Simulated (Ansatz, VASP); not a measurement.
This is a calculation of Rh for VASP 6.6.1.

The input INCAR:

```
SYSTEM = Rh
ALGO = Normal ; EDIFF = 1E-6
ENCUT = 520 ; GGA = PE
ISIF = 2 ; ISMEAR = 0
LASPH = .TRUE. ; LCHARG = .TRUE.
LELF = .TRUE. ; LREAL = .FALSE.
LVHAR = .TRUE. ; LWAVE = .FALSE.
NBANDS = 14 ; NELM = 100
PREC = Accurate ; SIGMA = 0.028000000000000004
```

KPOINTS

```
k-points
0
G
  12 12 12
  0 0 0
```

File POSCAR:

```
Rh
1.0
    0.0000000000      1.8978500000      1.8978500000
    1.8978500000      0.0000000000      1.8978500000
    1.8978500000      1.8978500000      0.0000000000
Rh
1
Direct
    0.0000000000      0.0000000000      0.0000000000
```

Potentials or basis: VASP PAW PBE potentials, release 64 (Rh_pv).

Launch:

```bash
$ cat potpaw_PBE.64/Rh_pv/POTCAR > POTCAR
$ mpirun -np 1 vasp_std > vasp.out
```

Q: Set up the same calculation for Ansatz 0.2.0. Potentials there: all-electron LAPW, scalar-relativistic.

A: As run (the cutoff follows the program's own potentials):

input.yaml

```yaml
crystal:
  lattice:
    - [0.0, 1.89785, 1.89785]
    - [1.89785, 0.0, 1.89785]
    - [1.89785, 1.89785, 0.0]
  atoms:
    - { symbol: Rh, position: [0.0, 0.0, 0.0] }
kpoints:
  mp_grid: { grid: [12, 12, 12] }
scf:
  occupations: { method: gaussian, width: 0.028 }
hamiltonian:
  xc: pbe
  pseudopotentials: { kind: all_electron, lapw: { basis_error: 0.001 } }
output:
  forces: true
  stress: true
  eigenvalues: true
```

Potentials or basis: all-electron LAPW, scalar-relativistic.

Command:

```bash
$ ansatz run input.yaml --threads 1 --pin off --max-ram 3072MiB --backend cpu --events-out ev --progress --plain --runs-dir out
```

Both were run:

|  | VASP | Ansatz | Ansatz less VASP |
| --- | --- | --- | --- |
| gap on the k mesh at the Fermi level (eV) | none | none | - |
| pressure (GPa) | 7.4 | 7.2 | -0.24 |

A gap of «none» marks a metal or a gap that the smearing closes. Ansatz ran all-electron here, and VASP with PAW potentials.
